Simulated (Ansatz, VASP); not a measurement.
## Two plane-wave programs on BeGa2C2

```
Be Ga C
1.0
     8.42114    0.00000    0.00000
     0.00000    1.49208    2.58260
     0.00000   -1.49208    2.58260
Be Ga C
1 2 2
Cartesian
  0.0000 0.0000 1.9030
  5.6752 0.0000 0.1797
  2.7460 0.0000 0.1797
  0.6705 0.0000 0.1808
  7.7507 0.0000 0.1808
```

Change from the starting cell: the structure that the rattled cell fell into.

Alike in both runs: functional PBE; k mesh 6 × 14 × 14; occupations gaussian, width 0.1 eV; no spin polarisation.

Ansatz relaxed the structure, and its values are those at the end. VASP's run is a single point on that final structure, the one shown.

```csv
,VASP,Ansatz
version,VASP 6.6.1,Ansatz 0.2.0
potentials or method,"VASP PAW PBE potentials, release 64 (Be, Ga_d, C), cutoff 520 eV","scalar-relativistic, plane waves, PAW"
valence electrons in the cell,36,36
```

VASP gave:

```
gap on the k mesh at the Fermi level (eV) : none
pressure (GPa)                            : 0.2
rms of the force components (eV/Å)        : 0.038
```

Question: What did Ansatz give for the same quantities?

Answer: gap on the k mesh at the Fermi level (eV): none; pressure (GPa): 0.0; rms of the force components (eV/Å): 0.001.

A gap of «none» marks a metal or a gap that the smearing closes.
